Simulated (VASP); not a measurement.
# RuSeS in VASP: notebook

RuSeS is run at these levels: PBE; tasks: single point.

All numbers are computed with VASP 6.6.1; they aren't measurements. Logs are shortened: lines on timing, memory, paths and dates and some standing lists are left out, and cuts for length are marked.

**1. The cell of the first run**

The cell holds a sheet with vacuum, 3 atoms: a = 3.815 Å, b = 3.815 Å, c = 18.000 Å, α = 90.00°, β = 90.00°, γ = 120.00°.

**2. Single point, PBE, collinear spin, ferromagnetic start**

INCAR

```
SYSTEM = RuSeS
  PREC = Accurate
  ENCUT = 520
  EDIFF = 1E-6
  ISMEAR = 0
  SIGMA = 0.1
  LREAL = .False.
  LASPH = .True.
  NELM = 150
  ALGO = Normal
  ISIF = 2
  LWAVE = .False.
  LCHARG = .False.
  ISPIN = 2
  MAGMOM = 1 0 0
  LORBIT = 11
  LMAXMIX = 4
  LDIPOL = .True.
  IDIPOL = 3
  DIPOL = 0.5 0.5 0.498
  GGA = PE
  NBANDS = 24
```

KPOINTS

```
Automatic mesh
0
Gamma
  6 6 1
  0 0 0
```

POSCAR

```
RuSeS
1.0
    3.8148420600      0.0000000000      0.0000000000
   -1.9074210300      3.3037509700      0.0000000000
    0.0000000000      0.0000000000     18.0000000000
Ru Se S
1 1 1
Direct
    0.0000000000      0.0000000000      0.4950000000
    0.6666666700      0.3333333300      0.5878589500
    0.3333333300      0.6666666700      0.4121410500
```

Potentials or basis: VASP PAW PBE potentials, release 64 (Ru_pv, Se, S).

Run with:

```bash
$ cat potpaw_PBE.64/Ru_pv/POTCAR potpaw_PBE.64/Se/POTCAR potpaw_PBE.64/S/POTCAR > POTCAR
$ mpirun -np 1 vasp_std > vasp.out
```

OUTCAR:

```text
SYSTEM = RuSeS
   PREC = Accurate
   ENCUT = 520
   EDIFF = 1E-6
   ISMEAR = 0
   LREAL = .False.
   LASPH = .True.
   NELM = 150
   ISIF = 2
   ISPIN = 2
   LORBIT = 11
   GGA = PE

 ion  position               nearest neighbor table
   1  0.000  0.000  0.495-   3 2.66   3 2.66   3 2.66   2 2.76   2 2.76   2 2.76
   2  0.667  0.333  0.588-   1 2.76   1 2.76   1 2.76
   3  0.333  0.667  0.412-   1 2.66   1 2.66   1 2.66

  LATTYP: Found a hexagonal cell.
 ALAT       =     3.8148420600
 C/A-ratio  =     4.7184129033

  Lattice vectors:

 A1 = (   3.8148420600,   0.0000000000,   0.0000000000)
 A2 = (  -1.9074210300,   3.3037509700,   0.0000000000)
 A3 = (   0.0000000000,   0.0000000000,  18.0000000000)

Analysis of symmetry for initial positions (statically):
=====================================================================
 Subroutine PRICEL returns:
 Original cell was already a primitive cell.

 Routine SETGRP: Setting up the symmetry group for a
 hexagonal supercell.

 Subroutine GETGRP returns: Found  6 space group operations
 (whereof  6 operations were pure point group operations)
 out of a pool of 24 trial point group operations.

The static configuration has the point symmetry C_3v.

Analysis of symmetry for dynamics (positions and initial velocities):
=====================================================================
 Subroutine PRICEL returns:
 Original cell was already a primitive cell.

 Routine SETGRP: Setting up the symmetry group for a
 hexagonal supercell.

 Subroutine GETGRP returns: Found  6 space group operations
 (whereof  6 operations were pure point group operations)
 out of a pool of 24 trial point group operations.

The dynamic configuration has the point symmetry C_3v.

Analysis of structural, dynamic, and magnetic symmetry:
=====================================================================
 Subroutine PRICEL returns:
 Original cell was already a primitive cell.

 Routine SETGRP: Setting up the symmetry group for a
 hexagonal supercell.

 Subroutine GETGRP returns: Found  6 space group operations
 (whereof  6 operations were pure point group operations)
 out of a pool of 24 trial point group operations.

The overall configuration has the point symmetry C_3v.

 Subroutine INISYM returns: Found  6 space group operations
 (whereof  6 operations are pure point group operations),
 and found     1 'primitive' translations

----------------------------------------------------------------------------------------

                                     Primitive cell

  volume of cell :     226.8592

  direct lattice vectors                    reciprocal lattice vectors
     3.814842060  0.000000000  0.000000000     0.262134050  0.151343126  0.000000000
    -1.907421030  3.303750970  0.000000000     0.000000000  0.302686252  0.000000000
     0.000000000  0.000000000 18.000000000     0.000000000  0.000000000  0.055555556

  length of vectors
     3.814842060  3.814842783 18.000000000     0.302686310  0.302686252  0.055555556

  position of ions in fractional coordinates (direct lattice)
     0.000000000  0.000000000  0.495000000
     0.666666670  0.333333330  0.587858950
     0.333333330  0.666666670  0.412141050

  ion indices of the primitive-cell ions
   primitive index   ion index
                 1           1
                 2           2
                 3           3

----------------------------------------------------------------------------------------

 KPOINTS: Automatic mesh

Automatic generation of k-mesh.
 Grid dimensions read from file:
 generate k-points for:    6    6    1

 Generating k-lattice:

  Cartesian coordinates                     Fractional coordinates (reciprocal lattice)
     0.043689008  0.025223854  0.000000000     0.166666667  0.000000000  0.000000000
     0.000000000  0.050447709  0.000000000     0.000000000  0.166666667  0.000000000
     0.000000000  0.000000000  0.055555556     0.000000000  0.000000000  1.000000000

  Length of vectors
     0.050447718  0.050447709  0.055555556

  Shift w.r.t. Gamma in fractional coordinates (k-lattice)
     0.000000000  0.000000000  0.000000000

 Subroutine IBZKPT returns following result:
 ===========================================

 Found      7 irreducible k-points:

 Following reciprocal coordinates:
            Coordinates               Weight
  0.000000  0.000000  0.000000      1.000000
  0.166667  0.000000  0.000000      6.000000
  0.333333 -0.000000  0.000000      6.000000
  0.500000  0.000000  0.000000      3.000000
  0.166667  0.166667  0.000000      6.000000
  0.333333  0.166667  0.000000     12.000000
  0.333333  0.333333  0.000000      2.000000
   k-points           NKPTS =      7   k-points in BZ     NKDIM =      7   number of bands    NBANDS=     24
   number of dos      NEDOS =    301   number of ions     NIONS =      3
   total plane-waves  NPLWV = 109760
   dimension x,y,z NGX =    28 NGY =   28 NGZ =  140
   dimension x,y,z NGXF=    56 NGYF=   56 NGZF=  280
   ions per type =               1   1   1
   NGX,Y,Z   is equivalent  to a cutoff of  12.20, 12.20, 12.93 a.u.
   NGXF,Y,Z  is equivalent  to a cutoff of  24.40, 24.40, 25.86 a.u.
 SYSTEM =  RuSeS
   PREC   = accura    normal or accurate (medium, high low for compatibility)
   ISTART =      0    job   : 0-new  1-cont  2-samecut
   ICHARG =      2    charge: 1-file 2-atom 10-const
   ISPIN  =      2    spin polarized calculation?
   LNONCOLLINEAR =      F non collinear calculations
   LSORBIT =      F    spin-orbit coupling
   LASPH  =      T    aspherical Exc in radial PAW
   ENCUT  =  520.0 eV  38.22 Ry    6.18 a.u.   7.09  7.09 33.47*2*pi/ulx,y,z
   NELM   =    150;   NELMIN=  2; NELMDL= -5     # of ELM steps
   EDIFF  = 0.1E-05   stopping-criterion for ELM
   LREAL  =      F    real-space projection
   EDIFFG = 0.1E-04   stopping-criterion for IOM
   NSW    =      0    number of steps for IOM
   IBRION =     -1    ionic relax: 0-MD 1-quasi-New 2-CG
   NFREE  =      0    steps in history (QN), initial steepest desc. (CG)
   ISIF   =      2    stress and relaxation
   ISYM   =      2    0-nonsym 1-usesym 2-fastsym
   POTIM  = 0.5000    time-step for ionic-motion
   TEBEG  =    0.0;   TEEND  =   0.0 temperature during run
   PSTRESS=    0.0 pullay stress
   NELECT =      26.0000    total number of electrons
   NUPDOWN=      -1.0000    fix difference up-down
   EMIN   =  10.00;   EMAX   =-10.00  energy-range for DOS
   EFERMI =   0.00;   METHOD = LEGACY
   ISMEAR =     0;   SIGMA  =   0.10  broadening in eV -4-tet -1-fermi 0-gaus
   EFERMI_NEDOS =   21; number of points for ismear=-14 and -15
   IALGO  =     38    algorithm
   IMIX   =      4    mixing-type and parameters
     AMIX     =   0.40;   BMIX     =  1.00
     AMIX_MAG =   1.60;   BMIX_MAG =  1.00
  volume/ion in A,a.u.               =      75.62       510.31
  Fermi-wavevector in a.u.,A,eV,Ry     =   0.795208  1.502724  8.603713  0.632355
  Thomas-Fermi vector in A             =   1.901490
   LORBIT       =     11    0 simple, 1 ext, 2 COOP (PROOUT), +10 PAW based schemes
   GGA     = PE    functional components
   LHFCALC =     F    Hartree Fock is set to
   AEXX    =    0.0000 exact exchange contribution
   IVDW    =     0    specifies the selected vdW correction
   LEPSILON=     F    determine dielectric tensor
   LRPA    =     F    only Hartree local field effects (RPA)
 spin polarized calculation
 Gauss-broadening in eV      SIGMA  =   0.10
  energy-cutoff  :      520.00
  volume of cell :      226.86
 maximum number of plane-waves:      6159
   NGX = 15   NGY = 15   NGZ = 67

 dipolmoment           0.000000      0.000000      0.000015 electrons x Angstroem

 number of electron      25.9999993 magnetization       1.9951034

 dipolmoment           0.000000      0.000000     -0.041786 electrons x Angstroem

 Free energy of the ion-electron system (eV)
  ---------------------------------------------------
  ext. energy  EPLUGINS =         0.00000000
  ---------------------------------------------------
  free energy    TOTEN  =       -15.77849193 eV

  energy without entropy =      -15.77012874  energy(sigma->0) =      -15.77431033

 E-fermi :  -2.8953     XC(G=0):  -3.6836

 val. band max:       -2.9309964888   @ k =   0.3333   0.3333   0.0000
 cond. band min:      -2.8701838366   @ k =   0.0000   0.0000   0.0000
 fundamental gap:      0.0608126522
 Fermi energy:        -2.8953260863

 spin component 1

 k-point     1 :       0.0000    0.0000    0.0000
  band No.  band energies     occupation
      1     -46.2373      1.00000
      2     -46.2373      1.00000
      3     -46.0299      1.00000
      4     -15.5590      1.00000
      5     -14.7581      1.00000
      6      -6.9053      1.00000
[... 16 lines left out ...]
     23       5.9569      0.00000
     24       5.9569      0.00000
[... 138 lines left out ...]
      1     -46.2478      1.00000
      2     -46.2477      1.00000
      3     -46.0275      1.00000
      4     -14.7733      1.00000
      5     -14.4118      1.00000
      6      -6.3994      1.00000
[... 16 lines left out ...]
     23       6.3721      0.00000
     24       6.9064      0.00000
 Fermi energy:        -2.8953260863

 spin component 2

 k-point     1 :       0.0000    0.0000    0.0000
  band No.  band energies     occupation
      1     -45.0066      1.00000
      2     -44.9976      1.00000
      3     -44.9976      1.00000
      4     -15.3951      1.00000
      5     -14.5918      1.00000
      6      -6.4883      1.00000
[... 16 lines left out ...]
     23       6.2237      0.00000
     24       6.2237      0.00000
[... 139 lines left out ...]
      2     -45.0086      1.00000
      3     -45.0040      1.00000
      4     -14.6091      1.00000
      5     -14.2350      1.00000
      6      -6.0979      1.00000
[... 16 lines left out ...]
     23       6.4674      0.00000
     24       6.9839      0.00000

------------------------ aborting loop because EDIFF is reached ----------------------------------------

 vacuum level on the upper side and lower side of the slab       (xc-potential included)        -0.291         0.292

  FORCE on cell =-STRESS in cart. coord.  units (eV):
  Direction    XX          YY          ZZ          XY          YZ          ZX
  --------------------------------------------------------------------------------------
  -------------------------------------------------------------------------------------
  Total       -8.6060864     -8.6060908     -7.3663039      0.0000000      0.0000000     -0.0000000
  in kB      -60.7798908    -60.7799215    -52.0240121      0.0000000      0.0000000     -0.0000000
  external PRESSURE =     -57.8612748 kB  Pullay stress =       0.0000000 kB

 VOLUME and BASIS-vectors are now :
 -----------------------------------------------------------------------------
  energy-cutoff  :      520.00
  volume of cell :      226.86
      direct lattice vectors                 reciprocal lattice vectors
     3.814842060  0.000000000  0.000000000     0.262134050  0.151343126  0.000000000
    -1.907421030  3.303750970  0.000000000     0.000000000  0.302686252  0.000000000
     0.000000000  0.000000000 18.000000000     0.000000000  0.000000000  0.055555556

 POSITION                                       TOTAL-FORCE (eV/Angst)
 -----------------------------------------------------------------------------------
      0.00000      0.00000      8.91000         0.000000     -0.000000     -0.195418
      1.90742      1.10125     10.58146         0.000000     -0.000000     -2.231475
     -0.00000      2.20250      7.41854        -0.000000      0.000000      2.426893
 -----------------------------------------------------------------------------------
    total drift:                                0.000003     -0.000003      0.000289

  FREE ENERGIE OF THE ION-ELECTRON SYSTEM (eV)
  ---------------------------------------------------
  free  energy   TOTEN  =       -15.7784919250 eV

  energy  without entropy=      -15.7701287354  energy(sigma->0) =      -15.77431033

 vacuum level on the upper side and lower side of the slab         2.656         3.256

 total charge

# of ion       s       p       d       tot
------------------------------------------
    1        0.248   6.139   5.713  12.100
    2        1.484   2.160   0.023   3.668
    3        1.369   2.181   0.000   3.549
--------------------------------------------------
tot          3.101  10.480   5.736  19.318

 magnetization (x)

# of ion       s       p       d       tot
------------------------------------------
    1        0.017   0.019   1.502   1.538
    2        0.004   0.121  -0.000   0.124
    3        0.004   0.109   0.000   0.113
--------------------------------------------------
tot          0.024   0.249   1.502   1.775
```

Wall time 4 min (1 thread of Oxide Virtual Turin-like, shared host); peak memory 0.41 GiB.

Results:

```yaml
Free_energy: -15.7785 eV
Largest_force: 2.427 eV/Å
Band_gap_on_the_k_mesh: zero (filled and empty bands touch)
Net_moment: 2.00 μB per cell
Site_moments: Ru +1.54; Se +0.12; S +0.11 μB
Valence_electrons_inside_the_program's_atomic_spheres: Ru 12.10; Se 3.67; S 3.55
```

Forces on the atoms (eV/Å):
```
Ru   0.000  0.000 -0.195
Se   0.000  0.000 -2.231
S    0.000  0.000  2.427
```

(Part 1 of 2 ends here.)
